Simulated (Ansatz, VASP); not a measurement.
CuF3 in VASP and in Ansatz

INCAR

```
PREC = Accurate
ENCUT = 600
EDIFF = 1E-6
ISMEAR = 0
SIGMA = 0.05
LREAL = False
LASPH = True
NELM = 200
ALGO = Normal
ISIF = 2
LWAVE = False
LCHARG = True
ISPIN = 2
MAGMOM = 0.98 0.1 0.06 0.1
LORBIT = 11
LMAXMIX = 4
LDAU = True
LDAUTYPE = 1
LDAUL = 2 -1
LDAUU = 8 0
LDAUJ = 0.5 0
LDAUPRINT = 1
GGA = PE
LELF = True
LVHAR = True
NBANDS = 28
GGA_COMPAT = False
```

Contents of KPOINTS:

```
Automatic mesh
0
Gamma
  5 5 5
```

Contents of POSCAR:

```
CuF3
1.0
    3.7647689300      0.0000000000      0.0000000000
    0.0000000000      3.7647689300      0.0000000000
    0.0000000000      0.0000000000      3.7647689300
Cu F
1 3
Direct
    0.0000000000      0.0000000000      0.0000000000
    0.5000000000      0.0000000000      0.0000000000
    0.0000000000      0.0000000000      0.5000000000
    0.0000000000      0.5000000000      0.0000000000
```

Input for Ansatz:

```yaml
crystal:
  lattice:
    - [3.76476893, 0.0, 0.0]
    - [0.0, 3.76476893, 0.0]
    - [0.0, 0.0, 3.76476893]
  atoms:
    - { symbol: Cu, position: [0.0, 0.0, 0.0], spin: 2.0 }
    - { symbol: F, position: [0.5, 0.0, 0.0] }
    - { symbol: F, position: [0.0, 0.0, 0.5] }
    - { symbol: F, position: [0.0, 0.5, 0.0] }
basis:
  ecutwfc: 420
  ecutrho_ratio: 4
kpoints:
  mp_grid: { grid: [5, 5, 5] }
hamiltonian:
  xc: pbe
  hubbard:
    sites:
      - { site: 0, l: d, u: 8.0, j: 0.5, starting_ns: [{ spin: up, occupation_matrix: s0up }, { spin: down, occupation_matrix: s0down }] }
    occupation_matrices:
      s0up:
        matrix:
          - [0.97, 0.0, 0.0, 0.0, 0.0]
          - [0.0, 0.97, 0.0, 0.0, 0.0]
          - [0.0, 0.0, 0.97, 0.0, 0.0]
          - [0.0, 0.0, 0.0, 0.97, 0.0]
          - [0.0, 0.0, 0.0, 0.0, 0.97]
      s0down:
        matrix:
          - [0.54038, 0.045, 0.10004, 0.05431, -0.45671]
          - [0.045, 0.91156, 0.08641, -0.20243, 0.04038]
          - [0.10004, 0.08641, 0.77196, 0.34218, 0.11981]
          - [0.05431, -0.20243, 0.34218, 0.24264, 0.0304]
          - [-0.45671, 0.04038, 0.11981, 0.0304, 0.48346]
    ns_hold: { iters: 12 }
scf:
  occupations: { method: gaussian, width: 0.05 }
  lower_state_search: "off"
  max_iter: 150
output:
  forces: true
  stress: true
  eigenvalues: true
  populations: true
  hubbard: { sites: [{ site: 0, l: d }] }
  write_density: true
  write_potential: true
  elf: true
  volumetric_format: npy
magnetization:
  spin_polarized: true
```

Alike in both runs: task single point; functional PBE; k mesh 5 × 5 × 5; occupations gaussian, width 0.05 eV; collinear spin; Hubbard terms Cu d U = 8.0 eV, J = 0.5 eV.

|  | VASP | Ansatz |
| --- | --- | --- |
| version | VASP 6.6.1 | Ansatz 0.2.0 |
| potentials or method | VASP PAW PBE potentials, release 64 (Cu, F), cutoff 600 eV | scalar-relativistic, plane waves, PAW |
| valence electrons in the cell | 32 | 40 |

```tsv
	VASP	Ansatz	Ansatz less VASP
gap on the k mesh at the Fermi level (eV)	none	none	-
pressure (GPa)	0.9	6.4	+5.46
traceless stress, the component that is largest in VASP (GPa)	0.00	-3.22	-3.214
net moment per atom (μB)	0.50	0.29	-0.206
size of the moment on the site where the two differ most (μB)	1.32	0.89	-0.425
```

The net moments are unlike, so the other rows may belong to different states. Site moments also hang on the region over which each program counts them. The programs project onto different local orbitals, so the same U acts differently, and such runs can settle in different states. A gap of «none» marks a metal or a gap that the smearing closes. VASP's potentials hold 32 valence electrons a cell and Ansatz's 40, so a difference there can come from the potentials and not from the codes. Ansatz's warnings: filled band counts differ across k points, specified occupation not kept, symmetry narrowed by occupation matrices.
